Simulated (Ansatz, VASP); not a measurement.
Pb in VASP and in Ansatz

INCAR

```
SYSTEM = Pb
ALGO = Normal ; EDIFF = 1E-8
ENCUT = 520 ; GGA = PS
ISIF = 2 ; ISMEAR = -1
LASPH = .TRUE. ; LCHARG = .FALSE.
LEFG = .TRUE. ; LREAL = .FALSE.
LWAVE = .FALSE. ; NBANDS = 21
NELM = 100 ; PREC = Accurate
SIGMA = 0.05
```

Contents of KPOINTS:

```
k-points
0
G
  12 12 7
  0 0 0
```

File POSCAR:

```
Pb
1.0
    3.4566442775      0.0000000000      0.0000000000
   -1.7283221388      2.9935417561      0.0000000000
    0.0000000000      0.0000000000      5.5524820910
Pb
2
Direct
    0.3333333333      0.6666666667      0.2500000000
    0.6666666667      0.3333333333      0.7500000000
```

Input for Ansatz:

```yaml
crystal:
  lattice:
    - [3.4566442775, 0.0, 0.0]
    - [-1.7283221388, 2.9935417561, 0.0]
    - [0.0, 0.0, 5.552482091]
  atoms:
    - { symbol: Pb, position: [0.3333333333, 0.6666666667, 0.25] }
    - { symbol: Pb, position: [0.6666666667, 0.3333333333, 0.75] }
kpoints:
  mp_grid: { grid: [12, 12, 7] }
scf:
  occupations: { method: fermi_dirac, width: 0.05 }
hamiltonian:
  xc: pbesol
  pseudopotentials: { kind: paw }
output:
  forces: true
  stress: true
  eigenvalues: true
  efg: { contact_densities: true }
```

Change from the starting cell: volume scaled by 0.98, PAW files.

Alike in both runs: task electric field gradients; functional PBEsol; k mesh 12 × 12 × 7; occupations fermi-dirac, width 0.05 eV; no spin polarisation.

|  | VASP | Ansatz |
| --- | --- | --- |
| version | VASP 6.6.1 | Ansatz 0.2.0 |
| potentials or method | VASP PAW PBE potentials, release 64 (Pb_d) | PAW with Ansatz's default frozen-core files, scalar-relativistic |
| plane-wave cutoff (eV) | 520 | 420 |
| valence electrons in the cell | 28 | 28 |

Ansatz gave:

```
pressure (GPa)                                                : 2.0
traceless stress, the component that is largest in VASP (GPa) : -0.10
size of Vzz on the site where it differs most (V/Å²)          : 3.6
```

Question: Which values does VASP return?

Answer: Pressure (GPa): 1.9; traceless stress, the component that is largest in VASP (GPa): -0.08; size of Vzz on the site where it differs most (V/Å²): 5.3.

VASP's potentials were made for PBE, not for PBEsol. The functional is the same, so the differences come from potentials, cutoffs and numerics.

Neither program's run includes spin-orbit coupling.
